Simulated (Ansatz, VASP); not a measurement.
Cu3O2: VASP beside Ansatz

```
Cu O
1.0
    -2.03349    2.03349    3.66974
     2.03349   -2.03349    3.66974
     2.03349    2.03349   -3.66974
Cu O
3 2
Cartesian
  2.0335 0.0000 1.8349
  0.0000 2.0335 1.8349
  0.0000 0.0000 0.0000
  2.0335 0.0000 0.0000
  0.0000 2.0335 0.0000
```

Alike in both runs: functional PBE; k mesh 14 × 14 × 14; occupations gaussian, width 0.1 eV; no spin polarisation.

Ansatz relaxed the structure, and its values are those at the end. VASP's run is a single point on that final structure, the one shown.

```csv
,VASP,Ansatz
version,VASP 6.6.1,Ansatz 0.2.0
potentials or method,"VASP PAW PBE potentials, release 64 (Cu, O), cutoff 600 eV","scalar-relativistic, plane waves, PAW"
valence electrons in the cell,45,69
```

VASP gave:

| Property | Result |
| --- | --- |
| gap on the k mesh at the Fermi level (eV) | none |
| pressure (GPa) | 0.7 |

Which values does Ansatz return?

gap on the k mesh at the Fermi level (eV): none; pressure (GPa): 0.0.

A gap of «none» marks a metal or a gap that the smearing closes. VASP's potentials hold 45 valence electrons a cell and Ansatz's 69, so a difference there can come from the potentials and not from the codes.
